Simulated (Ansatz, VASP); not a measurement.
**Sr in VASP and in Ansatz**

```
Sr
1.0
    -2.47501    2.47501    2.32800
     2.47501   -2.47501    2.32800
     2.47501    2.47501   -2.32800
Sr
1
Direct
  0.00000 0.00000 0.00000
```

Change from the starting cell: z stretched by -4 % at fixed volume, PAW files.

Alike in both runs: task electric field gradients; functional PBE; k mesh 12 × 12 × 12; occupations fermi-dirac, width 0.05 eV; no spin polarisation.

```csv
,VASP,Ansatz
version,VASP 6.6.1,Ansatz 0.2.0
potentials or method,"VASP PAW PBE potentials, release 64 (Sr_sv)","PAW with Ansatz's default frozen-core files, scalar-relativistic"
plane-wave cutoff (eV),520,420
valence electrons in the cell,10,10
```

Ansatz gave:

| Item | Value |
| --- | --- |
| pressure (GPa) | -0.6 |
| traceless stress, the component that is largest in VASP (GPa) | 0.11 |
| size of Vzz on the site where it differs most (V/Å²) | 3.3 |

Problem. What did VASP give for the same quantities?

Solution. Pressure (GPa): -0.6; traceless stress, the component that is largest in VASP (GPa): 0.11; size of Vzz on the site where it differs most (V/Å²): 3.1.
